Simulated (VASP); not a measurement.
# ScGa5S (P6/mmm) in VASP: a series of runs

ScGa5S is run at these levels: PBE; tasks: single point.

All numbers are computed with VASP 6.6.1; they aren't measurements. Logs are shortened: lines on timing, memory, paths and dates and some standing lists are left out, and cuts for length are marked.

### Step 1. The cell of the first run

The structure is hexagonal, space group P6/mmm (No. 191). Conventional cell: a = 5.680 Å, b = 5.680 Å, c = 9.846 Å, α = 90.00°, β = 90.00°, γ = 120.00°. Within 3.5 Å of Sc (site symmetry 6/mmm) lie 2 Ga at 2.64 Å. Within 3.7 Å of Ga (site symmetry mmm) lie 2 S at 2.84 Å and 8 Ga at 2.84 to 3.64 Å. Ga (site symmetry 6mm) has 1 S at 2.28 Å and 1 Sc at 2.64 Å within 3.0 Å. Within 3.0 Å of S (site symmetry 6/mmm) lie 8 Ga at 2.28 to 2.84 Å.

### Step 2. Single point, PBE

Contents of INCAR:

```
ALGO     = Normal         # electronic algorithm
EDIFF    = 1E-6           # SCF threshold, eV
ENCUT    = 520            # plane-wave cutoff, eV
GGA      = PE             # functional
ISIF     = 2              # what is computed and relaxed
ISMEAR   = 0              # smearing method
LASPH    = True           # aspherical terms in the spheres
LCHARG   = False          # write CHGCAR
LREAL    = False          # projectors in reciprocal space
LWAVE    = False          # write WAVECAR
NBANDS   = 50             # bands
NELM     = 100            # most SCF steps
PREC     = Accurate       # precision mode
SIGMA    = 0.2            # smearing width, eV
```

Contents of KPOINTS:

```
k-points
0
Gamma
  4 4 2
```

Contents of POSCAR:

```
ScGa5S
1.0
    5.6804337028      0.0000000037      0.0000000000
   -2.8402168546      4.9193998893      0.0000000000
    0.0000000000      0.0000000000      9.8457394652
Sc Ga S
1 5 1
Direct
    0.0000000000      0.0000000000      0.5000000000
    0.5000000000      0.0000000000      0.0000000000
    0.0000000000      0.5000000000      0.0000000000
    0.5000000000      0.5000000000      0.0000000000
    0.0000000000      0.0000000000      0.7683365034
    0.0000000000      0.0000000000      0.2316634966
    0.0000000000      0.0000000000      0.0000000000
```

Potentials or basis: VASP PAW PBE potentials, release 64 (Sc_sv, Ga_d, S).

The run is started by

```bash
cat potpaw_PBE.64/Sc_sv/POTCAR potpaw_PBE.64/Ga_d/POTCAR potpaw_PBE.64/S/POTCAR > POTCAR
mpirun -np 1 vasp_std > vasp.out
```

OUTCAR:

```text
EDIFF = 1E-6
   ENCUT = 520
   GGA = PE
   ISIF = 2
   ISMEAR = 0
   LASPH = True
   LREAL = False
   NELM = 100
   PREC = Accurate

 ion  position               nearest neighbor table
   1  0.000  0.000  0.500-   5 2.64   6 2.64
   2  0.500  0.000  0.000-   7 2.84   7 2.84   4 2.84   4 2.84   3 2.84   3 2.84
   3  0.000  0.500  0.000-   4 2.84   4 2.84   7 2.84   7 2.84   2 2.84   2 2.84
   4  0.500  0.500  0.000-   3 2.84   3 2.84   2 2.84   2 2.84   7 2.84   7 2.84
   5  0.000  0.000  0.768-   7 2.28   1 2.64
   6  0.000  0.000  0.232-   7 2.28   1 2.64
   7  0.000  0.000  0.000-   5 2.28   6 2.28   2 2.84   2 2.84   3 2.84   3 2.84   4 2.84   4 2.84

  LATTYP: Found a hexagonal cell.
 ALAT       =     5.6804337028
 C/A-ratio  =     1.7332724894

  Lattice vectors:

 A1 = (   5.6804337028,   0.0000000037,   0.0000000000)
 A2 = (  -2.8402168546,   4.9193998893,   0.0000000000)
 A3 = (   0.0000000000,   0.0000000000,   9.8457394652)

Analysis of symmetry for initial positions (statically):
=====================================================================
 Subroutine PRICEL returns:
 Original cell was already a primitive cell.

 Routine SETGRP: Setting up the symmetry group for a
 hexagonal supercell.

 Subroutine GETGRP returns: Found 24 space group operations
 (whereof 24 operations were pure point group operations)
 out of a pool of 24 trial point group operations.

The static configuration has the point symmetry D_6h.

Analysis of symmetry for dynamics (positions and initial velocities):
=====================================================================
 Subroutine PRICEL returns:
 Original cell was already a primitive cell.

 Routine SETGRP: Setting up the symmetry group for a
 hexagonal supercell.

 Subroutine GETGRP returns: Found 24 space group operations
 (whereof 24 operations were pure point group operations)
 out of a pool of 24 trial point group operations.

The dynamic configuration has the point symmetry D_6h.

 Subroutine INISYM returns: Found 24 space group operations
 (whereof 24 operations are pure point group operations),
 and found     1 'primitive' translations

----------------------------------------------------------------------------------------

                                     Primitive cell

  volume of cell :     275.1325

  direct lattice vectors                    reciprocal lattice vectors
     5.680433703  0.000000004  0.000000000     0.176042896  0.101638414  0.000000000
    -2.840216855  4.919399889  0.000000000    -0.000000000  0.203276827  0.000000000
     0.000000000  0.000000000  9.845739465     0.000000000  0.000000000  0.101566774

  length of vectors
     5.680433703  5.680433703  9.845739465     0.203276827  0.203276827  0.101566774

  position of ions in fractional coordinates (direct lattice)
     0.000000000  0.000000000  0.500000000
     0.500000000  0.000000000  0.000000000
     0.000000000  0.500000000  0.000000000
     0.500000000  0.500000000  0.000000000
     0.000000000  0.000000000  0.768336503
     0.000000000  0.000000000  0.231663497
     0.000000000  0.000000000  0.000000000

  ion indices of the primitive-cell ions
   primitive index   ion index
                 1           1
                 2           2
                 3           3
                 4           4
                 5           5
                 6           6
                 7           7

----------------------------------------------------------------------------------------

 KPOINTS: k-points

Automatic generation of k-mesh.
 Grid dimensions read from file:
 generate k-points for:    4    4    2

 Generating k-lattice:

  Cartesian coordinates                     Fractional coordinates (reciprocal lattice)
     0.044010724  0.025409603  0.000000000     0.250000000  0.000000000  0.000000000
    -0.000000000  0.050819207  0.000000000     0.000000000  0.250000000  0.000000000
     0.000000000  0.000000000  0.050783387     0.000000000  0.000000000  0.500000000

  Length of vectors
     0.050819207  0.050819207  0.050783387

  Shift w.r.t. Gamma in fractional coordinates (k-lattice)
     0.000000000  0.000000000  0.000000000

 Subroutine IBZKPT returns following result:
 ===========================================

 Found      8 irreducible k-points:

 Following reciprocal coordinates:
            Coordinates               Weight
  0.000000  0.000000  0.000000      1.000000
  0.250000 -0.000000  0.000000      6.000000
  0.500000 -0.000000  0.000000      3.000000
  0.250000  0.250000  0.000000      6.000000
  0.000000  0.000000  0.500000      1.000000
  0.250000 -0.000000  0.500000      6.000000
  0.500000 -0.000000  0.500000      3.000000
  0.250000  0.250000  0.500000      6.000000
   k-points           NKPTS =      8   k-points in BZ     NKDIM =      8   number of bands    NBANDS=     50
   number of dos      NEDOS =    301   number of ions     NIONS =      7
   total plane-waves  NPLWV = 141120
   dimension x,y,z NGX =    42 NGY =   42 NGZ =   80
   dimension x,y,z NGXF=    84 NGYF=   84 NGZF=  160
   ions per type =               1   5   1
   NGX,Y,Z   is equivalent  to a cutoff of  12.29, 12.29, 13.51 a.u.
   NGXF,Y,Z  is equivalent  to a cutoff of  24.58, 24.58, 27.02 a.u.
 SYSTEM =  unknown system
   PREC   = accura    normal or accurate (medium, high low for compatibility)
   ISTART =      0    job   : 0-new  1-cont  2-samecut
   ICHARG =      2    charge: 1-file 2-atom 10-const
   ISPIN  =      1    spin polarized calculation?
   LNONCOLLINEAR =      F non collinear calculations
   LSORBIT =      F    spin-orbit coupling
   LASPH  =      T    aspherical Exc in radial PAW
   ENCUT  =  520.0 eV  38.22 Ry    6.18 a.u.  10.56 10.56 18.31*2*pi/ulx,y,z
   NELM   =    100;   NELMIN=  2; NELMDL= -5     # of ELM steps
   EDIFF  = 0.1E-05   stopping-criterion for ELM
   LREAL  =      F    real-space projection
   EDIFFG = 0.1E-04   stopping-criterion for IOM
   NSW    =      0    number of steps for IOM
   IBRION =     -1    ionic relax: 0-MD 1-quasi-New 2-CG
   NFREE  =      0    steps in history (QN), initial steepest desc. (CG)
   ISIF   =      2    stress and relaxation
   ISYM   =      2    0-nonsym 1-usesym 2-fastsym
   POTIM  = 0.5000    time-step for ionic-motion
   TEBEG  =    0.0;   TEEND  =   0.0 temperature during run
   PSTRESS=    0.0 pullay stress
   NELECT =      82.0000    total number of electrons
   NUPDOWN=      -1.0000    fix difference up-down
   EMIN   =  10.00;   EMAX   =-10.00  energy-range for DOS
   EFERMI =   0.00;   METHOD = LEGACY
   ISMEAR =     0;   SIGMA  =   0.20  broadening in eV -4-tet -1-fermi 0-gaus
   EFERMI_NEDOS =   21; number of points for ismear=-14 and -15
   IALGO  =     38    algorithm
   IMIX   =      4    mixing-type and parameters
     AMIX     =   0.40;   BMIX     =  1.00
     AMIX_MAG =   1.60;   BMIX_MAG =  1.00
  volume/ion in A,a.u.               =      39.30       265.24
  Fermi-wavevector in a.u.,A,eV,Ry     =   1.093534  2.066479 16.270061  1.195816
  Thomas-Fermi vector in A             =   2.229821
   LORBIT       =      0    0 simple, 1 ext, 2 COOP (PROOUT), +10 PAW based schemes
   GGA     = PE    functional components
   LHFCALC =     F    Hartree Fock is set to
   AEXX    =    0.0000 exact exchange contribution
   IVDW    =     0    specifies the selected vdW correction
   LEPSILON=     F    determine dielectric tensor
   LRPA    =     F    only Hartree local field effects (RPA)
 non-spin polarized calculation
 Gauss-broadening in eV      SIGMA  =   0.20
  energy-cutoff  :      520.00
  volume of cell :      275.13
 maximum number of plane-waves:      7452
   NGX = 21   NGY = 21   NGZ = 37

 number of electron      81.9999957 magnetization

 Free energy of the ion-electron system (eV)
  ---------------------------------------------------
  ext. energy  EPLUGINS =         0.00000000
  ---------------------------------------------------
  free energy    TOTEN  =       -20.03059697 eV

  energy without entropy =      -19.81458854  energy(sigma->0) =      -19.92259276

 E-fermi :   1.0864     XC(G=0):  -7.2134

 val. band max:        1.0676968429   @ k =   0.2500  -0.0000   0.5000
 cond. band min:       1.0900338848   @ k =   0.2500   0.2500   0.0000
 fundamental gap:      0.0223370419
 Fermi energy:         1.0864099700

 k-point     1 :       0.0000    0.0000    0.0000
  band No.  band energies     occupation
      1     -49.7239      2.00000
      2     -28.5487      2.00000
      3     -28.5487      2.00000
      4     -28.0213      2.00000
      5     -14.6506      2.00000
      6     -14.2285      2.00000
[... 42 lines left out ...]
     49       3.1166      0.00000
     50       3.1166      0.00000

 k-point     2 :       0.2500   -0.0000    0.0000
  band No.  band energies     occupation
      1     -49.7239      2.00000
      2     -28.5488      2.00000
      3     -28.5487      2.00000
      4     -28.0213      2.00000
      5     -14.6185      2.00000
      6     -14.2288      2.00000
[... 42 lines left out ...]
     49       2.7053      0.00000
     50       2.7703      0.00000

 k-point     3 :       0.5000   -0.0000    0.0000
  band No.  band energies     occupation
      1     -49.7239      2.00000
      2     -28.5489      2.00000
      3     -28.5487      2.00000
      4     -28.0213      2.00000
      5     -14.5865      2.00000
      6     -14.2290      2.00000
[... 42 lines left out ...]
     49       2.5135      0.00000
     50       2.5252      0.00000

 k-point     4 :       0.2500    0.2500    0.0000
  band No.  band energies     occupation
      1     -49.7239      2.00000
      2     -28.5488      2.00000
      3     -28.5488      2.00000
      4     -28.0213      2.00000
      5     -14.5867      2.00000
      6     -14.2290      2.00000
[... 42 lines left out ...]
     49       2.2650      0.00000
     50       3.0565      0.00000

 k-point     5 :       0.0000    0.0000    0.5000
  band No.  band energies     occupation
      1     -49.7239      2.00000
      2     -28.5487      2.00000
      3     -28.5487      2.00000
      4     -28.0213      2.00000
      5     -14.6394      2.00000
      6     -14.2455      2.00000
[... 42 lines left out ...]
     49       4.1717      0.00000
     50       4.1984      0.00000

 k-point     6 :       0.2500   -0.0000    0.5000
  band No.  band energies     occupation
      1     -49.7239      2.00000
      2     -28.5488      2.00000
      3     -28.5487      2.00000
      4     -28.0213      2.00000
      5     -14.6064      2.00000
      6     -14.2457      2.00000
[... 42 lines left out ...]
     49       3.4179      0.00000
     50       3.4822      0.00000

 k-point     7 :       0.5000   -0.0000    0.5000
  band No.  band energies     occupation
      1     -49.7239      2.00000
      2     -28.5489      2.00000
      3     -28.5487      2.00000
      4     -28.0213      2.00000
      5     -14.5734      2.00000
      6     -14.2460      2.00000
[... 42 lines left out ...]
     49       3.1455      0.00000
     50       3.4535      0.00000

 k-point     8 :       0.2500    0.2500    0.5000
  band No.  band energies     occupation
      1     -49.7239      2.00000
      2     -28.5488      2.00000
      3     -28.5488      2.00000
      4     -28.0213      2.00000
      5     -14.5736      2.00000
      6     -14.2460      2.00000
[... 42 lines left out ...]
     49       3.3803      0.00000
     50       3.5380      0.00000

------------------------ aborting loop because EDIFF is reached ----------------------------------------

  FORCE on cell =-STRESS in cart. coord.  units (eV):
  Direction    XX          YY          ZZ          XY          YZ          ZX
  --------------------------------------------------------------------------------------
  -------------------------------------------------------------------------------------
  Total        0.9292928      0.9292928      0.1004880      0.0000000     -0.0000000      0.0000000
  in kB        5.4115442      5.4115442      0.5851709      0.0000000     -0.0000000      0.0000000
  external PRESSURE =       3.8027531 kB  Pullay stress =       0.0000000 kB

 VOLUME and BASIS-vectors are now :
 -----------------------------------------------------------------------------
  energy-cutoff  :      520.00
  volume of cell :      275.13
      direct lattice vectors                 reciprocal lattice vectors
     5.680433703  0.000000004  0.000000000     0.176042896  0.101638414  0.000000000
    -2.840216855  4.919399889  0.000000000    -0.000000000  0.203276827  0.000000000
     0.000000000  0.000000000  9.845739465     0.000000000  0.000000000  0.101566774

 POSITION                                       TOTAL-FORCE (eV/Angst)
 -----------------------------------------------------------------------------------
      0.00000      0.00000      4.92287        -0.000000     -0.000000      0.000000
      2.84022      0.00000      0.00000        -0.000000     -0.000000      0.000000
     -1.42011      2.45970      0.00000        -0.000000     -0.000000      0.000000
      1.42011      2.45970      0.00000        -0.000000     -0.000000      0.000000
      0.00000      0.00000      7.56484        -0.000000     -0.000000     -0.039124
      0.00000      0.00000      2.28090         0.000000      0.000000      0.039124
      0.00000      0.00000      0.00000        -0.000000     -0.000000      0.000000
 -----------------------------------------------------------------------------------
    total drift:                                0.000000      0.000000     -0.000000

  FREE ENERGIE OF THE ION-ELECTRON SYSTEM (eV)
  ---------------------------------------------------
  free  energy   TOTEN  =       -20.0305969710 eV

  energy  without entropy=      -19.8145885425  energy(sigma->0) =      -19.92259276
```

Run time: 3.3 min. Hardware: 1 thread of Intel Xeon Platinum 8488C (Sapphire Rapids), shared host; peak memory 0.41 GiB.

What came out:

| Property | Result |
| --- | --- |
| Free energy | -20.0306 eV |
| Pressure | 0.4 GPa |
| Largest force | 0.039 eV/Å |
| Band gap on the k mesh | zero (band 41 reaches 1.11 eV, above the bottom of band 42 at 1.03 eV) |

Forces on the atoms (eV/Å):
```
Sc   0.000  0.000  0.000
Ga   0.000  0.000  0.000
Ga   0.000  0.000  0.000
Ga   0.000  0.000  0.000
Ga   0.000  0.000 -0.039
Ga   0.000  0.000  0.039
S    0.000  0.000  0.000
```

### Step 3. Single point, PBE

This run uses another cell than the first one, of 38.99 Å³/atom, 0.992 times its volume.

Contents of INCAR:

```
SYSTEM = ScGa5S
PREC = Accurate ; ENCUT = 520
EDIFF = 1E-6 ; ISMEAR = 0
SIGMA = 0.2 ; LREAL = .False.
LASPH = .True. ; NELM = 100
ALGO = Normal ; ISIF = 2
LWAVE = .False. ; LCHARG = .False.
GGA = PE ; NBANDS = 50
```

Contents of KPOINTS:

```
Automatic mesh
0
Gamma
  3 3 4
  0 0 0
```

Contents of POSCAR:

```
ScGa5S
1.0
    8.2506467457      0.0000000000      0.0000000000
   -4.1253233729      7.1452696795      0.0000000000
    0.0000000000      0.0000000000      4.6296578706
Sc Ga S
1 5 1
Direct
    0.0000000000      0.0000000000      0.0000000000
    0.5000000000      0.0000000000      0.0000000000
    0.0000000000      0.5000000000      0.0000000000
    0.5000000000      0.5000000000      0.0000000000
    0.3333333333      0.6666666667      0.0000000000
    0.6666666667      0.3333333333      0.0000000000
    0.0000000000      0.0000000000      0.5000000000
```

Potentials or basis: VASP PAW PBE potentials, release 64 (Sc_sv, Ga_d, S).

The run is started by

```bash
cat potpaw_PBE.64/Sc_sv/POTCAR potpaw_PBE.64/Ga_d/POTCAR potpaw_PBE.64/S/POTCAR > POTCAR
mpirun -np 1 vasp_std > vasp.out
```

It took 3.1 min on 1 thread of Intel Xeon Platinum 8488C (Sapphire Rapids), shared host; peak memory 0.43 GiB.

It converged, with:

```yaml
Free_energy: -22.3428 eV
Pressure: 0.2 GPa
Band_gap_on_the_k_mesh: zero (band 41 reaches 1.11 eV, above the bottom of band 42 at 0.26 eV)
```

Stress tensor (GPa, compression positive):
```
0.27 0.00 0.00
0.00 0.27 0.00
0.00 0.00 0.09
```

Levels at points of the mesh, in eV from the Fermi level:
```tsv
k point	band 37	band 38	band 39	band 40	band 41	band 42	band 43	band 44	band 45	band 46
(0.00, 0.00, 0.00)	-2.30	-1.36	-1.36	-0.24	0.35	0.65	0.65	0.75	0.75	1.31
(0.00, 0.00, 0.50)	-2.83	-1.61	-1.55	-1.55	0.07	0.59	0.83	0.83	0.85	0.85
```
